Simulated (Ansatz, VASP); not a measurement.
# Te2Mo: VASP beside Ansatz

```xyz
3
Lattice="3.4135 0.0000 0.0000 -1.7068 2.9562 0.0000 0.0000 0.0000 7.9806" Properties=species:S:1:pos:R:3 pbc="T T T"
Te    0.0000    1.8194    6.0766
Te    0.0000    2.1222    1.9041
Mo    0.0000    0.0000    0.0000
```

Change from the starting cell: mode 5 frozen in at -0.155 Å, strain +e along z and -e/2 along x and y +0.0467.

Alike in both runs: task single point; functional PBE; dispersion D3(BJ); k mesh 9 × 9 × 4; occupations gaussian, width 0.05 eV; no spin polarisation.

```csv
,VASP,Ansatz
version,VASP 6.6.1,Ansatz 0.2.0
potentials or method,"VASP PAW PBE potentials, release 64 (Te, Mo_sv), cutoff 520 eV","scalar-relativistic, plane waves, PAW"
valence electrons in the cell,26,46
```

Ansatz gave:

| Item | Value |
| --- | --- |
| gap on the k mesh at the Fermi level (eV) | 0.74 |
| least direct gap on the mesh (eV) | 1.15 |
| pressure (GPa) | -0.3 |
| traceless stress, the component that is largest in VASP (GPa) | -6.44 |
| rms of the force components (eV/Å) | 0.450 |

Task: Which values does VASP return?

Result: gap on the k mesh at the Fermi level (eV): 0.74; least direct gap on the mesh (eV): 1.15; pressure (GPa): -0.2; traceless stress, the component that is largest in VASP (GPa): -6.43; rms of the force components (eV/Å): 0.447.

Atom by atom the forces differ by 0.004 eV/Å (rms over components). VASP's potentials hold 26 valence electrons a cell and Ansatz's 46, so a difference there can come from the potentials and not from the codes.

Neither program's run includes spin-orbit coupling.
